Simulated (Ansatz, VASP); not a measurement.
# H in VASP and in Ansatz

The input INCAR:

```
PREC = Accurate ; ENCUT = 500
EDIFF = 1E-6 ; ISMEAR = 0
SIGMA = 0.02 ; LREAL = F
LASPH = T ; NELM = 120
ALGO = Normal ; ISIF = 2
LWAVE = F ; LCHARG = F
GGA = PE ; NBANDS = 10
GGA_COMPAT = F
```

Contents of KPOINTS:

```
Automatic mesh
0
Gamma
  8 8 4
```

The input POSCAR:

```
H
1.0
    1.6092968017     -2.7110366670      0.0000000000
    1.6092968017      2.7110366670      0.0000000000
    0.0000000000      0.0000000000      6.1791590730
H
4
Direct
    0.5579620273      0.4420379727      0.9953062862
    0.4420379727      0.5579620273      0.0046937138
    0.4420379727      0.5579620273      0.4953062862
    0.5579620273      0.4420379727      0.5046937138
```

Input for Ansatz:

```yaml
crystal:
  lattice:
    - [1.6092968017, -2.711036667, 0.0]
    - [1.6092968017, 2.711036667, 0.0]
    - [0.0, 0.0, 6.179159073]
  atoms:
    - { symbol: H, position: [0.5579620273, 0.4420379727, 0.9953062862] }
    - { symbol: H, position: [0.4420379727, 0.5579620273, 0.0046937138] }
    - { symbol: H, position: [0.4420379727, 0.5579620273, 0.4953062862] }
    - { symbol: H, position: [0.5579620273, 0.4420379727, 0.5046937138] }
basis:
  ecutwfc: 420
kpoints:
  mp_grid: { grid: [8, 8, 4] }
hamiltonian:
  xc: pbe
scf:
  occupations: { method: gaussian, width: 0.02 }
output:
  forces: true
  stress: true
  eigenvalues: true
```

Alike in both runs: task single point; functional PBE; k mesh 8 × 8 × 4; occupations gaussian, width 0.02 eV; no spin polarisation.

|  | VASP | Ansatz |
| --- | --- | --- |
| version | VASP 6.6.1 | Ansatz 0.2.0 |
| potentials or method | VASP PAW PBE potentials, release 64 (H), cutoff 500 eV | scalar-relativistic, plane waves, PAW |
| valence electrons in the cell | 4 | 4 |

|  | VASP | Ansatz | Ansatz less VASP |
| --- | --- | --- | --- |
| gap on the k mesh at the Fermi level (eV) | 9.55 | 9.55 | +0.002 |
| least direct gap on the mesh (eV) | 9.58 | 9.58 | +0.002 |
| pressure (GPa) | 7.7 | 7.9 | +0.15 |
| traceless stress, the component that is largest in VASP (GPa) | 15.28 | 15.11 | -0.176 |
| rms of the force components (eV/Å) | 3.582 | 3.537 | -0.0446 |

Atom by atom the forces differ by 0.045 eV/Å (rms over components).
